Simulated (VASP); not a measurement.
Set up this calculation in VASP 6.6.1, as the native input.

* Task: single point
* Functional: LDA
* Potentials or basis: VASP PAW LDA potentials, release 64 (P)
* Cutoff: 520 eV
* k mesh: 17 × 17 × 17
* Occupations: fermi-dirac, width 0.1 eV
* Spin: no spin polarisation
* Dipole correction: no
* Further INCAR settings: ALGO = Normal; EDIFF = 1e-07; NBANDS = 8

The structure of P lies in POSCAR:

```
P
1.0
    0.0000000000      1.5327275349      1.5327275349
    1.5327275349      0.0000000000      1.5327275349
    1.5327275349      1.5327275349      0.0000000000
P
1
Direct
    0.0000000000      0.0000000000      0.0000000000
```

This cell differs from its parent crystal: volume scaled by 0.52.

One way to write it, as run:

INCAR

```
SYSTEM = P
ALGO = Normal
EDIFF = 1E-7
ENCUT = 520
GGA = CA
ISIF = 2
ISMEAR = -1
LASPH = .TRUE.
LCHARG = .FALSE.
LREAL = .FALSE.
LWAVE = .FALSE.
NBANDS = 8
NELM = 80
PREC = Accurate
SIGMA = 0.1
```

KPOINTS

```
k-points
0
G
  17 17 17
  0 0 0
```

Potentials or basis: VASP PAW LDA potentials, release 64 (P).

Run with:

```sh
$ cat potpaw_LDA.64/P/POTCAR > POTCAR
$ mpirun -np 1 vasp_std > vasp.out
```

Results of the run:

The pressure is 235.4 GPa.

Run time: 3 s on 1 thread of Intel(R) Xeon(R) Platinum 8488C (Sapphire Rapids), with other jobs on the host, peak memory 0.11 GiB.
